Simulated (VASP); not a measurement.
# Al (Im-3m) in VASP: notebook

Al is run at these levels: PBEsol; tasks: single point.

All numbers are computed with VASP 6.6.1; they aren't measurements. Logs are shortened: lines on timing, memory, paths and dates and some standing lists are left out, and cuts for length are marked.

## Step 1: The cell of the first run

It takes space group Im-3m (No. 229, cubic). Conventional cell: a = 3.021 Å, b = 3.021 Å, c = 3.021 Å, α = 90.00°, β = 90.00°, γ = 90.00°. Al (site symmetry m-3m) has 14 Al at 2.62 to 3.02 Å within 3.5 Å.

## Step 2: Single point, PBEsol

The input, INCAR:

```
PREC = Accurate
ENCUT = 520
EDIFF = 1E-6
ISMEAR = -1
SIGMA = 0.05
LREAL = F
LASPH = T
NELM = 60
ALGO = Normal
ISIF = 2
LWAVE = F
LCHARG = T
GGA = PS
LELF = T
LVHAR = T
NBANDS = 8
```

The input, KPOINTS:

```
Automatic mesh
0
Gamma
  12 12 12
```

The input, POSCAR:

```
Al
1.0
   -1.5104949299      1.5104949299      1.5104949299
    1.5104949299     -1.5104949299      1.5104949299
    1.5104949299      1.5104949299     -1.5104949299
Al
1
Direct
    0.0000000000      0.0000000000      0.0000000000
```

Potentials or basis: VASP PAW PBE potentials, release 64 (Al).

Command:

```console
> cat potpaw_PBE.64/Al/POTCAR > POTCAR
> mpirun -np 1 vasp_std > vasp.out
```

OUTCAR:

```text
PREC = Accurate
   ENCUT = 520
   EDIFF = 1E-6
   ISMEAR = -1
   LREAL = F
   LASPH = T
   NELM = 60
   ISIF = 2
   GGA = PS

 ion  position               nearest neighbor table
   1  0.000  0.000  0.000-

  LATTYP: Found a body centered cubic cell.
 ALAT       =     3.0209898598

  Lattice vectors:

 A1 = (  -1.5104949299,   1.5104949299,   1.5104949299)
 A2 = (   1.5104949299,  -1.5104949299,   1.5104949299)
 A3 = (   1.5104949299,   1.5104949299,  -1.5104949299)

Analysis of symmetry for initial positions (statically):
=====================================================================
 Subroutine PRICEL returns:
 Original cell was already a primitive cell.

 Routine SETGRP: Setting up the symmetry group for a
 body centered cubic supercell.

 Subroutine GETGRP returns: Found 48 space group operations
[... 9 lines left out ...]

 Routine SETGRP: Setting up the symmetry group for a
 body centered cubic supercell.

 Subroutine GETGRP returns: Found 48 space group operations
[... 11 lines left out ...]
                                     Primitive cell

  volume of cell :      13.7854

  direct lattice vectors                    reciprocal lattice vectors
    -1.510494930  1.510494930  1.510494930     0.000000000  0.331017331  0.331017331
     1.510494930 -1.510494930  1.510494930     0.331017331  0.000000000  0.331017331
     1.510494930  1.510494930 -1.510494930     0.331017331  0.331017331  0.000000000

  length of vectors
     2.616253963  2.616253963  2.616253963     0.468129199  0.468129199  0.468129199

  position of ions in fractional coordinates (direct lattice)
     0.000000000  0.000000000  0.000000000

  ion indices of the primitive-cell ions
   primitive index   ion index
                 1           1

----------------------------------------------------------------------------------------

 KPOINTS: Automatic mesh

Automatic generation of k-mesh.
 Grid dimensions read from file:
 generate k-points for:   12   12   12

 Generating k-lattice:

  Cartesian coordinates                     Fractional coordinates (reciprocal lattice)
     0.000000000  0.027584778  0.027584778     0.083333333  0.000000000  0.000000000
     0.027584778  0.000000000  0.027584778     0.000000000  0.083333333  0.000000000
     0.027584778  0.027584778  0.000000000     0.000000000  0.000000000  0.083333333

  Length of vectors
     0.039010767  0.039010767  0.039010767

  Shift w.r.t. Gamma in fractional coordinates (k-lattice)
     0.000000000  0.000000000  0.000000000

 Subroutine IBZKPT returns following result:
 ===========================================

 Found     72 irreducible k-points:

 Following reciprocal coordinates:
            Coordinates               Weight
  0.000000  0.000000  0.000000      1.000000
  0.083333  0.000000  0.000000     12.000000
  0.166667  0.000000  0.000000     12.000000
  0.250000  0.000000  0.000000     12.000000
  0.333333  0.000000  0.000000     12.000000
  0.416667  0.000000  0.000000     12.000000
[... 16 lines left out ...]
  0.333333  0.083333  0.083333     24.000000
  0.416667  0.083333  0.083333     12.000000
 [... further k-points ...]
   k-points           NKPTS =     72   k-points in BZ     NKDIM =     72   number of bands    NBANDS=      8
   number of dos      NEDOS =    301   number of ions     NIONS =      1
   total plane-waves  NPLWV =   8000
   dimension x,y,z NGX =    20 NGY =   20 NGZ =   20
   dimension x,y,z NGXF=    40 NGYF=   40 NGZF=   40
   ions per type =               1
   NGX,Y,Z   is equivalent  to a cutoff of  12.71, 12.71, 12.71 a.u.
   NGXF,Y,Z  is equivalent  to a cutoff of  25.42, 25.42, 25.42 a.u.
 SYSTEM =  unknown system
   PREC   = accura    normal or accurate (medium, high low for compatibility)
   ISTART =      0    job   : 0-new  1-cont  2-samecut
   ICHARG =      2    charge: 1-file 2-atom 10-const
   ISPIN  =      1    spin polarized calculation?
   LNONCOLLINEAR =      F non collinear calculations
   LSORBIT =      F    spin-orbit coupling
   LASPH  =      T    aspherical Exc in radial PAW
   ENCUT  =  520.0 eV  38.22 Ry    6.18 a.u.   4.86  4.86  4.86*2*pi/ulx,y,z
   NELM   =     60;   NELMIN=  2; NELMDL= -5     # of ELM steps
   EDIFF  = 0.1E-05   stopping-criterion for ELM
   LREAL  =      F    real-space projection
   EDIFFG = 0.1E-04   stopping-criterion for IOM
   NSW    =      0    number of steps for IOM
   IBRION =     -1    ionic relax: 0-MD 1-quasi-New 2-CG
   NFREE  =      0    steps in history (QN), initial steepest desc. (CG)
   ISIF   =      2    stress and relaxation
   ISYM   =      2    0-nonsym 1-usesym 2-fastsym
   POTIM  = 0.5000    time-step for ionic-motion
   TEBEG  =    0.0;   TEEND  =   0.0 temperature during run
   PSTRESS=    0.0 pullay stress
   NELECT =       3.0000    total number of electrons
   NUPDOWN=      -1.0000    fix difference up-down
   EMIN   =  10.00;   EMAX   =-10.00  energy-range for DOS
[... 5 lines left out ...]
     AMIX     =   0.40;   BMIX     =  1.00
     AMIX_MAG =   1.60;   BMIX_MAG =  1.00
  volume/ion in A,a.u.               =      13.79        93.03
  Fermi-wavevector in a.u.,A,eV,Ry     =   0.984712  1.860836 13.192999  0.969658
  Thomas-Fermi vector in A             =   2.115965
   LORBIT       =      0    0 simple, 1 ext, 2 COOP (PROOUT), +10 PAW based schemes
   GGA     = PS    functional components
   LHFCALC =     F    Hartree Fock is set to
   AEXX    =    0.0000 exact exchange contribution
   IVDW    =     0    specifies the selected vdW correction
   LEPSILON=     F    determine dielectric tensor
   LRPA    =     F    only Hartree local field effects (RPA)
 non-spin polarized calculation
  energy-cutoff  :      520.00
  volume of cell :       13.79
 maximum number of plane-waves:       384
   NGX =  9   NGY =  9   NGZ =  9

 number of electron       3.0000000 magnetization

 Free energy of the ion-electron system (eV)
  ---------------------------------------------------
  ext. energy  EPLUGINS =         0.00000000
  ---------------------------------------------------
  free energy    TOTEN  =        -3.84045931 eV

  energy without entropy =       -3.83649886  energy(sigma->0) =       -3.83847908

 E-fermi :   9.9552     XC(G=0): -10.9361

 val. band max:        9.8904954133   @ k =  -0.3333   0.5000   0.1667
 cond. band min:      10.0073745623   @ k =  -0.4167   0.4167   0.2500
 fundamental gap:      0.1168791490
 Fermi energy:         9.9551798830

 k-point     1 :       0.0000    0.0000    0.0000
  band No.  band energies     occupation
      1      -2.4704      2.00000
      2      24.3440      0.00000
      3      24.3440      0.00000
      4      24.3440      0.00000
      5      27.5088      0.00000
      6      27.5088      0.00000
      7      27.5088      0.00000
      8      27.7116      0.00000

 k-point     2 :       0.0833    0.0000    0.0000
  band No.  band energies     occupation
      1      -2.2455      2.00000
      2      22.2318      0.00000
      3      23.4733      0.00000
      4      23.4776      0.00000
      5      25.9387      0.00000
      6      26.4238      0.00000
      7      27.9063      0.00000
      8      28.4348      0.00000

 k-point     3 :       0.1667    0.0000    0.0000
  band No.  band energies     occupation
      1      -1.5736      2.00000
      2      18.4615      0.00000
      3      21.9345      0.00000
      4      22.1640      0.00000
      5      24.2919      0.00000
      6      25.4641      0.00000
      7      28.6358      0.00000
      8      29.0057      0.00000

 k-point     4 :       0.2500    0.0000    0.0000
  band No.  band energies     occupation
      1      -0.4624      2.00000
      2      14.7300      0.00000
      3      20.5443      0.00000
      4      21.0593      0.00000
      5      22.9672      0.00000
      6      24.5289      0.00000
      7      29.8085      0.00000
      8      29.8115      0.00000

 k-point     5 :       0.3333    0.0000    0.0000
  band No.  band energies     occupation
      1       1.0750      2.00000
      2      11.2877      0.00000
      3      19.5025      0.00000
      4      20.2574      0.00000
      5      22.0138      0.00000
      6      23.7301      0.00000
      7      30.8752      0.00000
      8      31.3962      0.00000

 k-point     6 :       0.4167    0.0000    0.0000
  band No.  band energies     occupation
      1       3.0140      2.00000
      2       8.2002      2.00000
      3      18.8651      0.00000
      4      19.7751      0.00000
      5      21.4411      0.00000
      6      23.2001      0.00000
      7      32.0640      0.00000
      8      33.3016      0.00000

 k-point     7 :       0.5000    0.0000    0.0000
  band No.  band energies     occupation
      1       4.9512      2.00000
      2       5.8798      2.00000
      3      18.6510      0.00000
      4      19.6143      0.00000
      5      21.2502      0.00000
      6      23.0153      0.00000
      7      32.7494      0.00000
      8      34.7184      0.00000
[... 133 lines left out ...]
 k-point    20 :       0.0833    0.0833    0.0833
  band No.  band energies     occupation
      1      -1.1278      2.00000
      2      18.4843      0.00000
      3      18.4843      0.00000
      4      19.8712      0.00000
      5      27.4398      0.00000
      6      27.4398      0.00000
      7      28.7657      0.00000
      8      28.7657      0.00000

 k-point    21 :       0.1667    0.0833    0.0833
  band No.  band energies     occupation
      1      -0.0210      2.00000
      2      15.0222      0.00000
      3      17.0545      0.00000
      4      18.4507      0.00000
      5      27.0333      0.00000
      6      27.4333      0.00000
      7      29.9047      0.00000
      8      29.9181      0.00000

 k-point    22 :       0.2500    0.0833    0.0833
  band No.  band energies     occupation
      1       1.5099      2.00000
      2      11.6517      0.00000
      3      16.0206      0.00000
      4      17.5076      0.00000
      5      26.2204      0.00000
      6      26.9137      0.00000
      7      31.1216      0.00000
      8      31.6090      0.00000

 k-point    23 :       0.3333    0.0833    0.0833
  band No.  band energies     occupation
      1       3.4398      2.00000
      2       8.5983      2.00000
      3      15.3973      0.00000
      4      16.9398      0.00000
      5      25.6769      0.00000
      6      26.5143      0.00000
      7      32.3439      0.00000
      8      33.5687      0.00000

 k-point    24 :       0.4167    0.0833    0.0833
  band No.  band energies     occupation
      1       5.3594      2.00000
      2       6.3023      2.00000
      3      15.1892      0.00000
      4      16.7495      0.00000
      5      25.4905      0.00000
      6      26.3707      0.00000
      7      33.0285      0.00000
      8      34.9994      0.00000

 [... further k-points ...]
[... 5 lines left out ...]
  --------------------------------------------------------------------------------------
  -------------------------------------------------------------------------------------
  Total        1.7319800      1.7319800      1.7319800     -0.0000000     -0.0000000      0.0000000
  in kB      201.2962358    201.2962358    201.2962358     -0.0000000     -0.0000000      0.0000000
  external PRESSURE =     201.2962358 kB  Pullay stress =       0.0000000 kB

 VOLUME and BASIS-vectors are now :
 -----------------------------------------------------------------------------
  energy-cutoff  :      520.00
  volume of cell :       13.79
      direct lattice vectors                 reciprocal lattice vectors
    -1.510494930  1.510494930  1.510494930     0.000000000  0.331017331  0.331017331
     1.510494930 -1.510494930  1.510494930     0.331017331  0.000000000  0.331017331
     1.510494930  1.510494930 -1.510494930     0.331017331  0.331017331  0.000000000

 POSITION                                       TOTAL-FORCE (eV/Angst)
 -----------------------------------------------------------------------------------
      0.00000      0.00000      0.00000        -0.000000      0.000000     -0.000000
 -----------------------------------------------------------------------------------
    total drift:                                0.000000      0.000000     -0.000000

  FREE ENERGIE OF THE ION-ELECTRON SYSTEM (eV)
  ---------------------------------------------------
  free  energy   TOTEN  =        -3.8404593070 eV

  energy  without entropy=       -3.8364988607  energy(sigma->0) =       -3.83847908
```

It took 11 s on 1 thread of Intel Xeon 8259CL, shared host; peak memory 0.12 GiB.

Results:

| Property | Result |
| --- | --- |
| Free energy | -3.8405 eV |
| Pressure | 20.1 GPa |

Caveat: the PAW data sets were made with another functional, which shifts forces and pressure a little.

## Step 3: Single point, PBEsol

This run uses another cell than the first one, of 15.62 Å³/atom, 1.133 times its volume.

The input, INCAR:

```
SYSTEM = Al
PREC = Accurate ; ENCUT = 520
EDIFF = 1E-6 ; ISMEAR = -1
SIGMA = 0.05 ; LREAL = .False.
LASPH = .True. ; NELM = 80
ALGO = Fast ; ISIF = 2
LWAVE = .False. ; LCHARG = .True.
GGA = PS ; LELF = .True.
LVHAR = .True. ; NBANDS = 8
```

The input, KPOINTS:

```
Automatic mesh
0
Gamma
  12 12 12
  0 0 0
```

The input, POSCAR:

```
Al
1.0
   -1.5746735297      1.5746735297      1.5746735297
    1.5746735297     -1.5746735297      1.5746735297
    1.5746735297      1.5746735297     -1.5746735297
Al
1
Direct
    0.0000000000      0.0000000000      0.0000000000
```

Potentials or basis: VASP PAW PBE potentials, release 64 (Al).

Command:

```console
> cat potpaw_PBE.64/Al/POTCAR > POTCAR
> mpirun -np 1 vasp_std > vasp.out
```

Wall time 15 s (1 thread of Intel Xeon 8259CL, shared host); peak memory 0.12 GiB.

The run converged. Its results:

| Item | Value |
| --- | --- |
| Free energy | -3.9756 eV |
| Pressure | 5.0 GPa |

Levels at points of the mesh, in eV from the Fermi level:
```csv
k point,band 1,band 2,band 3,band 4,band 5
"(0.00, 0.00, 0.00)",-11.51,13.58,13.58,13.58,15.51
"(0.50, 0.00, 0.00)",-4.52,-3.91,8.39,8.59,10.36
"(0.50, 0.50, 0.50)",1.97,1.97,1.97,2.89,2.89
```

Caveat: the PAW data sets were made with another functional, which shifts forces and pressure a little.

[end of part 1 of 2]
